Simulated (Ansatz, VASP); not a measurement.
# One calculation of Y, two programs

INCAR

```
SYSTEM = Y
PREC = Accurate
ENCUT = 520
EDIFF = 1E-6
ISMEAR = -1
SIGMA = 0.1
LREAL = .FALSE.
LASPH = .TRUE.
NELM = 100
ALGO = Normal
ISIF = 2
LWAVE = .FALSE.
LCHARG = .FALSE.
NBANDS = 12
```

KPOINTS

```
Automatic mesh
0
G
  13 13 13
  0 0 0
```

Contents of POSCAR:

```
Y
1.0
    0.0000000000      2.4201397502      2.4201397502
    2.4201397502      0.0000000000      2.4201397502
    2.4201397502      2.4201397502      0.0000000000
Y
1
Direct
    0.0000000000      0.0000000000      0.0000000000
```

Input for Ansatz:

```yaml
crystal:
  lattice:
    - [0.0, 2.4201397502, 2.4201397502]
    - [2.4201397502, 0.0, 2.4201397502]
    - [2.4201397502, 2.4201397502, 0.0]
  atoms:
    - { symbol: "Y", position: [0.0, 0.0, 0.0] }
hamiltonian:
  xc: lda
  pseudopotentials:
    kind: paw
    azcp:
      "Y": "pseudopotentials/Y.paw.azcp"
basis:
  ecutwfc: 420
  fft_grid_basis: typed
kpoints:
  mp_grid: { grid: [13, 13, 13], shift: [0, 0, 0] }
magnetization:
  spin_polarized: false
scf:
  occupations: { method: fermi_dirac, width: 0.1 }
  lower_state_search: "off"
output:
  stress: true
```

Alike in both runs: task single point; functional LDA; k mesh 13 × 13 × 13; occupations fermi-dirac, width 0.1 eV; no spin polarisation.

|  | VASP | Ansatz |
| --- | --- | --- |
| version | VASP 6.6.1 | Ansatz 0.2.0 |
| potentials or method | VASP PAW LDA potentials, release 64 (Y_sv), cutoff 520 eV | plane waves (420 eV) with PAW, scalar-relativistic |
| valence electrons in the cell | 11 | 11 |

|  | VASP | Ansatz | Ansatz less VASP |
| --- | --- | --- | --- |
| pressure (GPa) | 1.7 | 2.0 | +0.22 |

Ansatz warns that its potentials were made for another functional, while VASP's fit it. LDA's correlation is that of Perdew and Zunger in VASP and of Perdew and Wang (1992) in Ansatz.
